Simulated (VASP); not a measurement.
Set up this calculation in VASP 6.6.1, as the native input.

```yaml
Task: single point
Functional: PBE
Potentials_or_basis: VASP PAW PBE potentials, release 64 (Au)
Cutoff: 520 eV
k_mesh: 34 × 34 × 34
Occupations: gaussian, width 0.1 eV
Spin: no spin polarisation
Dipole_correction: no
Further_INCAR_settings: ALGO = Fast; EDIFF = 1e-06; NBANDS = 12
```

The structure of Au lies in POSCAR:

```
Au
1.0
    0.0000000000      2.0788365844      2.0788365844
    2.0788365844      0.0000000000      2.0788365844
    2.0788365844      2.0788365844      0.0000000000
Au
1
Direct
    0.0000000000      0.0000000000      0.0000000000
```

One way to write it, as run:

INCAR

```
SYSTEM = Au
PREC = Accurate
ENCUT = 520
EDIFF = 1E-6
ISMEAR = 0
SIGMA = 0.1
LREAL = .False.
LASPH = .True.
NELM = 80
ALGO = Fast
ISIF = 2
LWAVE = .False.
LCHARG = .False.
GGA = PE
NBANDS = 12
```

KPOINTS

```
Automatic mesh
0
Gamma
  34 34 34
  0 0 0
```

Potentials or basis: VASP PAW PBE potentials, release 64 (Au).

Launch:

```console
$ cat potpaw_PBE.64/Au/POTCAR > POTCAR
$ mpirun -np 1 vasp_std > vasp.out
```

Results of the run:

- Pressure: -0.2 GPa

Wall time 2.2 min on 1 thread of Intel(R) Xeon(R) Platinum 8259CL CPU @ 2.50GHz (Skylake/Cascade Lake) (shared host), peak memory 0.34 GiB.
